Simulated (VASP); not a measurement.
# Hf (P6_3/mmc) in VASP: notebook, part 2 of 2

VASP 6.6.1. The steps go on from the part before.

**5. Single point, PBEsol**

This run uses another cell than the first one, of 17.83 Å³/atom, 0.789 times its volume.

Contents of INCAR:

```
SYSTEM = Hf
PREC     = Accurate       ! precision mode
ENCUT    = 520            ! plane-wave cutoff, eV
EDIFF    = 1E-6           ! SCF threshold, eV
ISMEAR   = -1             ! smearing method
SIGMA    = 0.05           ! smearing width, eV
LREAL    = .False.        ! projectors in reciprocal space
LASPH    = .True.         ! aspherical terms in the spheres
NELM     = 60             ! most SCF steps
ALGO     = Fast           ! electronic algorithm
ISIF     = 2              ! what is computed and relaxed
LWAVE    = .False.        ! write WAVECAR
LCHARG   = .False.        ! write CHGCAR
GGA      = PS             ! functional
NBANDS   = 17             ! bands
```

Contents of KPOINTS:

```
Automatic mesh
0
Gamma
  10 10 5
  0 0 0
```

Contents of POSCAR:

```
Hf
1.0
    2.9517396476      0.0000000000      0.0000000000
   -1.4758698238      2.5562815202      0.0000000000
    0.0000000000      0.0000000000      4.7254027463
Hf
2
Direct
    0.6666666667      0.3333333333      0.7500000000
    0.3333333333      0.6666666667      0.2500000000
```

Potentials or basis: VASP PAW PBE potentials, release 64 (Hf_pv).

Command:

```console
$ cat potpaw_PBE.64/Hf_pv/POTCAR > POTCAR
$ mpirun -np 1 vasp_std > vasp.out
```

OUTCAR:

```text
SYSTEM = Hf
   PREC = Accurate
   ENCUT = 520
   EDIFF = 1E-6
   ISMEAR = -1
   LREAL = .False.
   LASPH = .True.
   NELM = 60
   ISIF = 2
   GGA = PS

 ion  position               nearest neighbor table
   1  0.667  0.333  0.750-   2 2.91   2 2.91   2 2.91   2 2.91   2 2.91   2 2.91
   2  0.333  0.667  0.250-   1 2.91   1 2.91   1 2.91   1 2.91   1 2.91   1 2.91

  LATTYP: Found a hexagonal cell.
 ALAT       =     2.9517396476
 C/A-ratio  =     1.6008873784

  Lattice vectors:
[... 194 lines left out ...]
      4     -22.8694      2.00000
      5     -22.8694      2.00000
      6     -22.8690      2.00000
[... 457 lines left out ...]
      4     -23.4792      2.00000
      5     -23.2764      2.00000
      6     -23.1460      2.00000
[... 9 lines left out ...]
     16      14.0700      0.00000
     17      15.3020      0.00000

 [... further k-points ...]
[... 5 lines left out ...]
  --------------------------------------------------------------------------------------
  -------------------------------------------------------------------------------------
  Total        6.6032491      6.6032491      6.5702820      0.0000000     -0.0000000      0.0000000
  in kB      296.7171888    296.7171888    295.2358125      0.0000000     -0.0000000      0.0000000
  external PRESSURE =     296.2233967 kB  Pullay stress =       0.0000000 kB

 VOLUME and BASIS-vectors are now :
 -----------------------------------------------------------------------------
  energy-cutoff  :      520.00
  volume of cell :       35.66
      direct lattice vectors                 reciprocal lattice vectors
     2.951739648  0.000000000  0.000000000     0.338783267  0.195596610  0.000000000
    -1.475869824  2.556281520  0.000000000     0.000000000  0.391193220  0.000000000
     0.000000000  0.000000000  4.725402746     0.000000000  0.000000000  0.211622174

 POSITION                                       TOTAL-FORCE (eV/Angst)
 -----------------------------------------------------------------------------------
      1.47587      0.85209      3.54405        -0.000000      0.000000      0.000000
     -0.00000      1.70419      1.18135         0.000000     -0.000000      0.000000
 -----------------------------------------------------------------------------------
    total drift:                               -0.000000      0.000000     -0.000000

  FREE ENERGIE OF THE ION-ELECTRON SYSTEM (eV)
  ---------------------------------------------------
  free  energy   TOTEN  =       -20.4205288742 eV

  energy  without entropy=      -20.4101944440  energy(sigma->0) =      -20.41536166
```

OSZICAR:

```text
N       E                     dE             d eps       ncg     rms          rms(c)
DAV:   1     0.511559913618E+02    0.51156E+02   -0.11601E+04  1428   0.116E+03
DAV:   2    -0.193683457110E+02   -0.70524E+02   -0.68686E+02  1846   0.254E+02
DAV:   3    -0.209774335735E+02   -0.16091E+01   -0.16025E+01  1825   0.265E+01
DAV:   4    -0.209865706721E+02   -0.91371E-02   -0.91334E-02  1784   0.238E+00
DAV:   5    -0.209866352393E+02   -0.64567E-04   -0.64563E-04  1790   0.175E-01    0.761E+01
RMM:   6    -0.205810571090E+02    0.40558E+00   -0.27325E-01  1444   0.322E+00    0.455E+01
RMM:   7    -0.204253899192E+02    0.15567E+00   -0.59588E-01  1557   0.476E+00    0.205E+00
RMM:   8    -0.204200735731E+02    0.53163E-02   -0.44841E-02  1529   0.156E+00    0.153E-01
RMM:   9    -0.204204955187E+02   -0.42195E-03   -0.47230E-03  1745   0.479E-01    0.214E-01
RMM:  10    -0.204205272908E+02   -0.31772E-04   -0.59387E-04  1848   0.155E-01    0.115E-01
RMM:  11    -0.204205291570E+02   -0.18662E-05   -0.11534E-04  1725   0.668E-02    0.987E-02
RMM:  12    -0.204205282511E+02    0.90585E-06   -0.22275E-05  1684   0.285E-02    0.284E-02
RMM:  13    -0.204205288742E+02   -0.62304E-06   -0.49620E-06  1473   0.113E-02
   1 F= -.20420529E+02 E0= -.20415362E+02  d E =-.103344E-01
```

stdout:

```text
POSCAR found type information on POSCAR Hf
 POSCAR found :  1 types and       2 ions
 scaLAPACK will be used
 -----------------------------------------------------------------------------
|                                                                             |
|                                                                             |
|     You enforced a specific xc type in the INCAR file but a different       |
|     I HOPE YOU KNOW WHAT YOU ARE DOING!                                     |
|                                                                             |
 -----------------------------------------------------------------------------

 LDA part: xc-table for (Slater+PW92), standard interpolation
 POSCAR, INCAR and KPOINTS ok, starting setup
 FFT: planning ... GRIDC
 FFT: planning ... GRID_SOFT
 FFT: planning ... GRID
 WAVECAR not read
 entering main loop
```

It took 34 s on 1 thread of AMD EPYC 7R43 (Zen 3), shared host; peak memory 0.12 GiB.

What came out:

```yaml
Free_energy: -20.4205 eV
Pressure: 29.6 GPa
Band_gap_on_the_k_mesh: zero (band 10 reaches 7.63 eV, above the bottom of band 11 at 6.07 eV)
```

Stress tensor (GPa, compression positive):
```
29.67  0.00  0.00
 0.00 29.67  0.00
 0.00  0.00 29.52
```

Caveat: the PAW data sets were made with another functional, which shifts forces and pressure a little; spin-orbit coupling is left out, which moves the levels of the heavy elements.

**6. Overview**

| level | cell | k mesh | gap on the mesh (eV) | pressure (GPa) |
| --- | --- | --- | --- | --- |
| PBE | a = 3.197, b = 3.197, c = 5.108 Å, angles 90.0, 90.0, 120.0°, 2 atoms | 8 × 8 × 5 | none | -0.7 |
| PBE | a = 3.197, b = 3.197, c = 5.159 Å, angles 90.0, 90.0, 120.0°, 2 atoms | 8 × 8 × 5 | none | -1.8 |
| PBE | a = 3.197, b = 3.197, c = 5.260 Å, angles 90.0, 90.0, 120.0°, 2 atoms | 8 × 8 × 4 | none | -3.9 |
| PBEsol | a = 2.952, b = 2.952, c = 4.725 Å, angles 90.0, 90.0, 120.0°, 2 atoms | 10 × 10 × 5 | none | 29.6 |

Alike in all rows: task single point; potentials or basis VASP PAW PBE potentials, release 64 (Hf_pv); no spin polarisation; cutoff (eV) 520; smearing fermi-dirac 0.05 eV.

Caveats: spin-orbit coupling is left out, which moves the levels of the heavy elements; the PAW data sets were made with another functional, which shifts forces and pressure a little (some runs).

Absolute energies hang on the potentials; compare differences alone.
